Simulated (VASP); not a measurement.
Si:

```xyz
2
Lattice="0.0000 2.7168 2.7168 2.7168 0.0000 2.7168 2.7168 2.7168 0.0000" Properties=species:S:1:pos:R:3 pbc="T T T"
Si    4.0752    4.0752    4.0752
Si    2.7168    2.7168    2.7168
```

Base run:

* Program: VASP 6.6.1
* Functional: HSE06
* Potentials or basis: VASP PAW PBE potentials, release 64 (Si)
* Cutoff: 520 eV
* k mesh: 6 × 6 × 6
* Occupations: gaussian, width 0.01 eV
* Spin: no spin polarisation

Its results: band gap on the k mesh 1.30 eV (least direct gap 3.33 eV); pressure 0.1 GPa.

Q: The run is repeated on the same cell with these changes: functional from HSE06 to PBE0. What comes out?

A: Band gap on the k mesh 1.97 eV (least direct gap 4.01 eV); pressure -0.1 GPa.

Caveats: the PAW data sets were made with another functional, which shifts forces and pressure a little.

A k mesh can miss the band edges.
